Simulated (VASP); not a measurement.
Wanted: the native input for a VASP 6.6.1 run.

- Task: single point
- Functional: LDA
- Potentials or basis: VASP PAW LDA potentials, release 64 (Sn_d, O)
- Cutoff: 520 eV
- k mesh: 8 × 8 × 8
- Occupations: fermi-dirac, width 0.02 eV
- Spin: no spin polarisation
- Dipole correction: no
- Further INCAR settings: ALGO = Normal; EDIFF = 1e-06; NBANDS = 17

The structure of SnO lies in POSCAR:

```
SnO
1.0
    0.0000000000      2.5369732559      2.5369732559
    2.5369732559      0.0000000000      2.5369732559
    2.5369732559      2.5369732559      0.0000000000
Sn O
1 1
Direct
    0.0000000000      0.0000000000      0.0000000000
    0.5000000000      0.5000000000      0.5000000000
```

These files were run (other wordings do the same):

INCAR

```
PREC     = Accurate       # precision mode
ENCUT    = 520            # plane-wave cutoff, eV
EDIFF    = 1E-6           # SCF threshold, eV
ISMEAR   = -1             # smearing method
SIGMA    = 0.02           # smearing width, eV
LREAL    = False          # projectors in reciprocal space
LASPH    = True           # aspherical terms in the spheres
NELM     = 60             # most SCF steps
ALGO     = Normal         # electronic algorithm
ISIF     = 2              # what is computed and relaxed
LWAVE    = False          # write WAVECAR
LCHARG   = False          # write CHGCAR
NBANDS   = 17             # bands
```

KPOINTS

```
Automatic mesh
0
Gamma
  8 8 8
```

Potentials or basis: VASP PAW LDA potentials, release 64 (Sn_d, O).

Command:

```bash
$ cat potpaw_LDA.64/Sn_d/POTCAR potpaw_LDA.64/O/POTCAR > POTCAR
$ mpirun -np 1 vasp_std > vasp.out
```

Results of the run:

```
Pressure               : -5.0 GPa
Band gap on the k mesh : 0.87 eV (least direct gap 0.94 eV)
```

Caveat: the cell stands under tension; spin-orbit coupling is left out, which moves the levels of the heavy elements.

Run time: 14 s on 1 thread of Intel Xeon 8259CL (shared host), peak memory 0.15 GiB.
